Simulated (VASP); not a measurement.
Input of a VASP 6.6.1 run:

INCAR

```
PREC     = Accurate       # precision mode
ENCUT    = 520            # plane-wave cutoff, eV
EDIFF    = 1E-6           # SCF threshold, eV
ISMEAR   = 1              # smearing method
SIGMA    = 0.1            # smearing width, eV
LREAL    = False          # projectors in reciprocal space
LASPH    = True           # aspherical terms in the spheres
NELM     = 80             # most SCF steps
ALGO     = Normal         # electronic algorithm
ISIF     = 2              # what is computed and relaxed
LWAVE    = False          # write WAVECAR
LCHARG   = False          # write CHGCAR
NBANDS   = 45             # bands
```

File KPOINTS:

```
regular mesh
0
Gamma
  5 5 4
```

File POSCAR:

```
MgSn5
1.0
    5.6122561997      0.0000000000      0.0000000000
   -2.8061280998      4.8603567554      0.0000000000
    0.0000000000      0.0000000000      5.5795025151
Mg Sn
1 5
Direct
    0.0000000000      0.0000000000      0.5000000000
    0.6700040000      0.0000000000      0.0000000000
    0.3299960000      0.3299960000      0.0000000000
    0.0000000000      0.6700040000      0.0000000000
    0.6666666667      0.3333333333      0.5000000000
    0.3333333333      0.6666666667      0.5000000000
```

Potentials or basis: VASP PAW LDA potentials, release 64 (Mg, Sn_d).

Launch:

```bash
$ cat potpaw_LDA.64/Mg/POTCAR potpaw_LDA.64/Sn_d/POTCAR > POTCAR
$ mpirun -np 1 vasp_std > vasp.out
```

(1) Estimate the pressure.

(2) Predict the largest force.

(3) Predict the band gap on the k mesh.

Results:

(1) -1.3 GPa.

(2) 0.050 eV/Å.

(3) zero (band 36 reaches 8.90 eV, above the bottom of band 37 at 6.06 eV).

Caveat: spin-orbit coupling is left out, which moves the levels of the heavy elements.
